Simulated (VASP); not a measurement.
Runs of VASP 6.6.1 on Ba. The structure is that of space group P4/mmm (No. 123), or close to it. The cells are those of the table. 

```csv
cell,further INCAR settings,gap on the mesh (eV),pressure (GPa)
"a = 3.880, b = 3.880, c = 3.551 Å, 1 atom",ALGO = Fast; EDIFF = 1e-07; NBANDS = 11,none,0.6
"a = 4.120, b = 4.120, c = 3.497 Å, 1 atom",ALGO = Fast; EDIFF = 1e-06; NBANDS = 11,none,(a)
"a = 4.000, b = 4.000, c = 3.497 Å, 1 atom",ALGO = Fast; EDIFF = 1e-06; NBANDS = 11,none,(b)
"a = 3.940, b = 3.940, c = 3.497 Å, 1 atom",ALGO = Fast; EDIFF = 1e-06; NBANDS = 11,none,0.5
"a = 4.120, b = 4.120, c = 3.714 Å, 1 atom",ALGO = Fast; EDIFF = 1e-07; NBANDS = 11,none,-0.6
```

Alike in all rows: task single point; level PBEsol; potentials or basis VASP PAW PBE potentials, release 64 (Ba_sv); no spin polarisation; k mesh 12 × 12 × 14; cutoff (eV) 520; smearing gaussian 0.15 eV.

Task: Estimate the missing entries.

Result: (a) -0.1; (b) 0.3.

Caveats: the PAW data sets were made with another functional, which shifts forces and pressure a little; spin-orbit coupling is left out, which moves the levels of the heavy elements.

A k mesh can miss the band edges, and the runs leave out spin-orbit coupling on Ba.

A gap of «none» marks levels without a gap at the run's occupations.
